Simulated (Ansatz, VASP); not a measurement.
# One calculation of Ge2Sb2Te5, two programs

File INCAR:

```
PREC = Accurate
ENCUT = 520
EDIFF = 1E-6
ISMEAR = 0
SIGMA = 0.03
LREAL = False
LASPH = True
NELM = 60
ALGO = Normal
ISIF = 2
LWAVE = False
LCHARG = False
GGA = PE
NBANDS = 44
```

The input KPOINTS:

```
regular mesh
0
Gamma
  9 9 2
```

POSCAR

```
Ge2Sb2Te5
1.0
    4.3635000000      0.0000000000      0.0000000000
   -2.1817500000      3.7789018494      0.0000000000
    0.0000000000      0.0000000000     17.7851000000
Ge Sb Te
2 2 5
Direct
    0.0000000000      0.0000000000      0.3314713560
    0.0000000000      0.0000000000      0.6685286440
    0.3333333333      0.6666666667      0.1121550832
    0.6666666667      0.3333333333      0.8878449168
    0.0000000000      0.0000000000      0.0000000000
    0.3333333333      0.6666666667      0.7913602895
    0.6666666667      0.3333333333      0.2086397105
    0.3333333333      0.6666666667      0.4097504733
    0.6666666667      0.3333333333      0.5902495267
```

Input for Ansatz:

```yaml
crystal:
  lattice:
    - [4.3635, 0.0, 0.0]
    - [-2.18175, 3.7789018494, 0.0]
    - [0.0, 0.0, 17.7851]
  atoms:
    - { symbol: Ge, position: [0.0, 0.0, 0.331471356] }
    - { symbol: Ge, position: [0.0, 0.0, 0.668528644] }
    - { symbol: Sb, position: [0.3333333333, 0.6666666667, 0.1121550832] }
    - { symbol: Sb, position: [0.6666666667, 0.3333333333, 0.8878449168] }
    - { symbol: Te, position: [0.0, 0.0, 0.0] }
    - { symbol: Te, position: [0.3333333333, 0.6666666667, 0.7913602895] }
    - { symbol: Te, position: [0.6666666667, 0.3333333333, 0.2086397105] }
    - { symbol: Te, position: [0.3333333333, 0.6666666667, 0.4097504733] }
    - { symbol: Te, position: [0.6666666667, 0.3333333333, 0.5902495267] }
basis:
  ecutwfc: 420
kpoints:
  mp_grid: { grid: [9, 9, 2] }
hamiltonian:
  xc: pbe
  pseudopotentials: { kind: paw, azcp: { folder: soft_1 } }
scf:
  occupations: { method: gaussian, width: 0.03 }
output:
  forces: true
  stress: true
  eigenvalues: true
  write_density: true
  write_potential: true
  elf: true
  volumetric_format: npy
```

Alike in both runs: task single point; functional PBE; k mesh 9 × 9 × 2; occupations gaussian, width 0.03 eV; no spin polarisation.

|  | VASP | Ansatz |
| --- | --- | --- |
| version | VASP 6.6.1 | Ansatz 0.2.0 |
| potentials or method | VASP PAW PBE potentials, release 64 (Ge_d, Sb, Te), cutoff 520 eV | scalar-relativistic, plane waves, PAW |
| valence electrons in the cell | 68 | 138 |

|  | VASP | Ansatz | Ansatz less VASP |
| --- | --- | --- | --- |
| gap on the k mesh at the Fermi level (eV) | 0.19 | 0.19 | -0.002 |
| least direct gap on the mesh (eV) | 0.21 | 0.22 | +0.004 |
| pressure (GPa) | -1.3 | -1.3 | +0.02 |
| traceless stress, the component that is largest in VASP (GPa) | 0.88 | 0.89 | +0.007 |
| rms of the force components (eV/Å) | 0.030 | 0.035 | +0.0056 |

Atom by atom the forces differ by 0.006 eV/Å (rms over components). With one functional, cell and mesh, what is left measures potentials, basis and numerics. VASP's potentials hold 68 valence electrons a cell and Ansatz's 138, so a difference there can come from the potentials and not from the codes.

Neither program's run includes spin-orbit coupling.
